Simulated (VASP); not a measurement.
Wanted: the native input for a VASP 6.6.1 run.

| Quantity | Value |
| --- | --- |
| Task | single point |
| Functional | PBE |
| Potentials or basis | VASP PAW PBE potentials, release 64 (Pt, Se) |
| Cutoff | 520 eV |
| k mesh | 7 × 7 × 6 |
| Occupations | fermi-dirac, width 0.05 eV |
| Spin | no spin polarisation |
| Dipole correction | no |
| Further INCAR settings | ALGO = Normal; EDIFF = 1e-07; NBANDS = 15 |

The structure of PtSe lies in POSCAR:

```
PtSe
1.0
    3.8499451432      0.0000000000      0.0000000000
   -1.9249725664      3.3341503000      0.0000000000
    0.0000000000      0.0000000000      3.6128420300
Pt Se
1 1
Direct
    0.0000000000      0.0000000000      0.0000000000
    0.6666666667      0.3333333333      0.5000000000
```

These files were run (other wordings do the same):

INCAR

```
PREC     = Accurate       # precision mode
ENCUT    = 520            # plane-wave cutoff, eV
EDIFF    = 1E-7           # SCF threshold, eV
ISMEAR   = -1             # smearing method
SIGMA    = 0.05           # smearing width, eV
LREAL    = F              # projectors in reciprocal space
LASPH    = T              # aspherical terms in the spheres
NELM     = 60             # most SCF steps
ALGO     = Normal         # electronic algorithm
ISIF     = 2              # what is computed and relaxed
LWAVE    = F              # write WAVECAR
LCHARG   = T              # write CHGCAR
GGA      = PE             # functional
LELF     = T              # ELF
LVHAR    = T            
NBANDS   = 15             # bands
```

KPOINTS

```
regular mesh
0
Gamma
  7 7 6
```

Potentials or basis: VASP PAW PBE potentials, release 64 (Pt, Se).

Launch:

```bash
$ cat potpaw_PBE.64/Pt/POTCAR potpaw_PBE.64/Se/POTCAR > POTCAR
$ mpirun -np 1 vasp_std > vasp.out
```

It gave:

```yaml
Pressure: -15.0 GPa
Band_gap_on_the_k_mesh: zero (band 8 reaches 5.37 eV, above the bottom of band 9 at 4.64 eV)
```

Caveat: spin-orbit coupling is left out, which moves the levels of the heavy elements.

Run time: 9.3 s on 1 thread of Intel(R) Xeon(R) 6975P-C (Granite Rapids), with other jobs on the host, peak memory 0.17 GiB.
